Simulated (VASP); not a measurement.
# P (C2/c) in VASP: single point with PBEsol

Aim: the single point of P with PBEsol.

Everything below comes from runs of VASP 6.6.1. Logs are shortened: lines on timing, memory, paths and dates and some standing lists are left out, and cuts for length are marked.

**1. The cell of the first run**

The typed cell holds 2 atoms: a = 3.893 Å, b = 3.893 Å, c = 3.358 Å, α = 90.00°, β = 90.00°, γ = 141.29°.

**2. Single point, PBEsol**

Contents of INCAR:

```
PREC = Accurate
ENCUT = 500
EDIFF = 1E-6
ISMEAR = -1
SIGMA = 0.1
LREAL = F
LASPH = T
NELM = 120
ALGO = Normal
ISIF = 2
LWAVE = F
LCHARG = T
GGA = PS
LELF = T
LVHAR = T
NBANDS = 12
GGA_COMPAT = F
```

Contents of KPOINTS:

```
regular mesh
0
Gamma
  21 21 15
```

Contents of POSCAR:

```
P
1.0
   -2.4250856934      2.7700015811      1.2669939697
    2.7700015811     -2.4250856934      1.2669939697
    2.3313228882      2.3313228882     -0.6352798897
P
2
Direct
    0.9752700720      0.0247299280      1.0000000000
    0.7747299280      0.2252700720      0.5000000000
```

Potentials or basis: VASP PAW PBE potentials, release 64 (P).

On the command line:

```
$ cat potpaw_PBE.64/P/POTCAR > POTCAR
$ mpirun -np 1 vasp_std > vasp.out
```

OUTCAR:

```text
PREC = Accurate
   ENCUT = 500
   EDIFF = 1E-6
   ISMEAR = -1
   LREAL = F
   LASPH = T
   NELM = 120
   ISIF = 2
   GGA = PS

 ion  position               nearest neighbor table
   1  0.975  0.025  0.000-   2 2.23   2 2.23
   2  0.775  0.225  0.500-   1 2.23   1 2.23

  LATTYP: Found a base centered monoclinic cell.
 ALAT       =     2.5805094102
 B/A-ratio  =     2.8470978839
 C/A-ratio  =     1.3011520402
 COS(beta)  =    -0.0001813132

  Lattice vectors:

 A1 = (  -2.4250856934,   2.7700015811,   1.2669939697)
 A2 = (   2.7700015811,  -2.4250856934,   1.2669939697)
 A3 = (   2.3313228882,   2.3313228882,  -0.6352798897)

Analysis of symmetry for initial positions (statically):
=====================================================================
 Subroutine PRICEL returns:
 Original cell was already a primitive cell.

 Routine SETGRP: Setting up the symmetry group for a
 base centered monoclinic supercell.

 Subroutine GETGRP returns: Found  4 space group operations
 (whereof  2 operations were pure point group operations)
 out of a pool of  4 trial point group operations.

The static configuration has the point symmetry C_2 .
 The point group associated with its full space group is C_2h.

Analysis of symmetry for dynamics (positions and initial velocities):
=====================================================================
 Subroutine PRICEL returns:
 Original cell was already a primitive cell.

 Routine SETGRP: Setting up the symmetry group for a
 base centered monoclinic supercell.

 Subroutine GETGRP returns: Found  4 space group operations
 (whereof  2 operations were pure point group operations)
 out of a pool of  4 trial point group operations.

The dynamic configuration has the point symmetry C_2 .
 The point group associated with its full space group is C_2h.

 Subroutine INISYM returns: Found  4 space group operations
 (whereof  2 operations are pure point group operations),
 and found     1 'primitive' translations

----------------------------------------------------------------------------------------

                                     Primitive cell

  volume of cell :      31.8285

  direct lattice vectors                    reciprocal lattice vectors
[... 92 lines left out ...]
   NFREE  =      0    steps in history (QN), initial steepest desc. (CG)
   ISIF   =      2    stress and relaxation
   ISYM   =      2    0-nonsym 1-usesym 2-fastsym
   POTIM  = 0.5000    time-step for ionic-motion
   TEBEG  =    0.0;   TEEND  =   0.0 temperature during run
   PSTRESS=    0.0 pullay stress
   NELECT =      10.0000    total number of electrons
   NUPDOWN=      -1.0000    fix difference up-down
   EMIN   =  10.00;   EMAX   =-10.00  energy-range for DOS
   EFERMI =   0.00;   METHOD = LEGACY
   ISMEAR =    -1;   SIGMA  =   0.10  broadening in eV -4-tet -1-fermi 0-gaus
   EFERMI_NEDOS =   21; number of points for ismear=-14 and -15
   IALGO  =     38    algorithm
   IMIX   =      4    mixing-type and parameters
     AMIX     =   0.40;   BMIX     =  1.00
     AMIX_MAG =   1.60;   BMIX_MAG =  1.00
  volume/ion in A,a.u.               =      15.91       107.39
  Fermi-wavevector in a.u.,A,eV,Ry     =   1.112934  2.103139 16.852463  1.238621
  Thomas-Fermi vector in A             =   2.249513
   LORBIT       =      0    0 simple, 1 ext, 2 COOP (PROOUT), +10 PAW based schemes
   GGA     = PS    functional components
   LHFCALC =     F    Hartree Fock is set to
   AEXX    =    0.0000 exact exchange contribution
   IVDW    =     0    specifies the selected vdW correction
   LEPSILON=     F    determine dielectric tensor
   LRPA    =     F    only Hartree local field effects (RPA)
 non-spin polarized calculation
  energy-cutoff  :      500.00
  volume of cell :       31.83
 maximum number of plane-waves:       824
   NGX = 15   NGY = 15   NGZ = 13

 number of electron      10.0000002 magnetization

 Free energy of the ion-electron system (eV)
  ---------------------------------------------------
  ext. energy  EPLUGINS =         0.00000000
  ---------------------------------------------------
  free energy    TOTEN  =       -11.27503624 eV

  energy without entropy =      -11.25401445  energy(sigma->0) =      -11.26452534

 E-fermi :   8.3976     XC(G=0): -10.9697

 val. band max:        8.3960963269   @ k =  -0.4286   0.1429   0.3333
 cond. band min:       8.3985035287   @ k =   0.3810   0.3333   0.3333
 fundamental gap:      0.0024072018
 Fermi energy:         8.3975549554

 k-point     1 :       0.0000    0.0000    0.0000
  band No.  band energies     occupation
      1      -7.6043      2.00000
      2       1.3121      2.00000
      3       3.4854      2.00000
      4       3.8421      2.00000
      5       8.7873      0.03977
      6      12.5076      0.00000
      7      13.2316      0.00000
      8      14.7803      0.00000
      9      15.2236      0.00000
     10      15.8048      0.00000
     11      16.4296      0.00000
     12      20.8375      0.00000
[... 331 lines left out ...]
 k-point    24 :      -0.3810    0.0476    0.0000
  band No.  band energies     occupation
      1      -5.1676      2.00000
      2       1.0950      2.00000
      3       3.3705      2.00000
      4       5.6922      2.00000
      5       6.8872      2.00000
      6       7.9735      1.97161
      7      11.5863      0.00000
      8      12.5078      0.00000
      9      16.1278      0.00000
     10      16.6807      0.00000
     11      17.2314      0.00000
     12      19.4494      0.00000

 [... further k-points ...]

------------------------ aborting loop because EDIFF is reached ----------------------------------------

  FORCE on cell =-STRESS in cart. coord.  units (eV):
  Direction    XX          YY          ZZ          XY          YZ          ZX
  --------------------------------------------------------------------------------------
  -------------------------------------------------------------------------------------
  Total       -0.0139995     -0.0139995      0.0487119      0.0009464      0.0093379      0.0093379
  in kB       -0.7047055     -0.7047055      2.4520482      0.0476395      0.4700466      0.4700469
  external PRESSURE =       0.3475457 kB  Pullay stress =       0.0000000 kB

 VOLUME and BASIS-vectors are now :
 -----------------------------------------------------------------------------
  energy-cutoff  :      500.00
  volume of cell :       31.83
      direct lattice vectors                 reciprocal lattice vectors
    -2.425085693  2.770001581  1.266993970    -0.044399261  0.148090287  0.380520879
     2.770001581 -2.425085693  1.266993970     0.148090287 -0.044399261  0.380520879
     2.331322888  2.331322888 -0.635279890     0.206800037  0.206800037 -0.056297520

 POSITION                                       TOTAL-FORCE (eV/Angst)
 -----------------------------------------------------------------------------------
     -2.29661      2.64153      1.26699         0.044424     -0.044424     -0.000000
     -0.08913      2.76537      0.94935        -0.044424      0.044424      0.000000
 -----------------------------------------------------------------------------------
    total drift:                                0.000000     -0.000000      0.000000

  FREE ENERGIE OF THE ION-ELECTRON SYSTEM (eV)
  ---------------------------------------------------
  free  energy   TOTEN  =       -11.2750362352 eV

  energy  without entropy=      -11.2540144466  energy(sigma->0) =      -11.26452534
```

OSZICAR:

```text
N       E                     dE             d eps       ncg     rms          rms(c)
DAV:   1     0.154280546801E+02    0.15428E+02   -0.43082E+03 41720   0.681E+02
DAV:   2    -0.103473379634E+02   -0.25775E+02   -0.24485E+02 54912   0.110E+02
DAV:   3    -0.113180523915E+02   -0.97071E+00   -0.96446E+00 54392   0.191E+01
DAV:   4    -0.113235976282E+02   -0.55452E-02   -0.55441E-02 49872   0.180E+00
DAV:   5    -0.113236398652E+02   -0.42237E-04   -0.42237E-04 55256   0.148E-01    0.681E+00
DAV:   6    -0.112897482404E+02    0.33892E-01   -0.18633E-02 49016   0.784E-01    0.397E+00
DAV:   7    -0.112752245240E+02    0.14524E-01   -0.24100E-02 51240   0.947E-01    0.183E-01
DAV:   8    -0.112750239834E+02    0.20054E-03   -0.39308E-03 47300   0.416E-01    0.915E-02
DAV:   9    -0.112750357257E+02   -0.11742E-04   -0.16064E-04 53780   0.843E-02    0.664E-02
DAV:  10    -0.112750362352E+02   -0.50947E-06   -0.67363E-06 50784   0.156E-02
   1 F= -.11275036E+02 E0= -.11264525E+02  d E =-.210218E-01
```

Wall time 4.9 min (1 thread of Oxide Virtual Turin-like, shared host); peak memory 0.5 GiB.

What came out:

```yaml
Free_energy: -11.2750 eV
Pressure: 0.0 GPa
Largest_force: 0.063 eV/Å
Band_gap_on_the_k_mesh: zero (bands 5 and 6 overlap by 8.77 eV)
```

Forces in eV/Å, atoms in the order of the input:
```
P    0.044 -0.044  0.000
P   -0.044  0.044  0.000
```

Stress tensor (GPa, compression positive):
```
-0.07  0.00  0.05
 0.00 -0.07  0.05
 0.05  0.05  0.25
```

Caveat: the PAW data sets were made with another functional, which shifts forces and pressure a little.
